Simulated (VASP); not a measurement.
BaTiO3:

```
Ba Ti O
1.0
     4.00600    0.00000    0.00000
     0.00000    4.00600    0.00000
     0.00000    0.00000    4.00600
Ba Ti O
1 1 3
Direct
  0.50000 0.50000 0.50000
  0.00000 0.00000 0.00000
  0.50000 0.00000 0.00000
  0.00000 0.50000 0.00000
  0.00000 0.00000 0.50000
```

* Program: VASP 6.6.1
* Task: relaxation of volume and atoms at fixed shape
* Functional: PBE
* Potentials or basis: VASP PAW PBE potentials, release 64 (Ba_sv, Ti_sv, O)
* Cutoff: 600 eV
* k mesh: 4 × 4 × 4
* Occupations: gaussian, width 0.01 eV
* Spin: no spin polarisation

At the start: pressure 3.3 GPa; volume 12.86 Å³/atom.

Question: How do energy, volume and symmetry change on relaxing?

Answer: Over 3 steps the energy falls by 2.6 meV/atom and the volume is 13.11 Å³/atom (+2.0 %); space group Pm-3m (No. 221, to 0.05 Å).

Step by step:
```tsv
step	energy change (eV)	largest force (eV/Å)	pressure (GPa)	volume (Å³)
1	0.0000	0.0000	3.32	64.29
2	-0.0015	0.0000	-2.89	66.80
3	-0.0128	0.0000	0.00	65.56
```

Final structure:
```cif
data_structure
_symmetry_space_group_name_H-M 'P 1'
_symmetry_Int_Tables_number 1
_cell_length_a 4.0323
_cell_length_b 4.0323
_cell_length_c 4.0323
_cell_angle_alpha 90.000
_cell_angle_beta 90.000
_cell_angle_gamma 90.000
_cell_volume 65.56
loop_
_atom_site_label
_atom_site_type_symbol
_atom_site_fract_x
_atom_site_fract_y
_atom_site_fract_z
_atom_site_occupancy
Ba1 Ba 0.50000 0.50000 0.50000 1
Ti1 Ti 0.00000 0.00000 0.00000 1
O1 O 0.50000 0.00000 0.00000 1
O2 O 0.00000 0.50000 0.00000 1
O3 O 0.00000 0.00000 0.50000 1
```
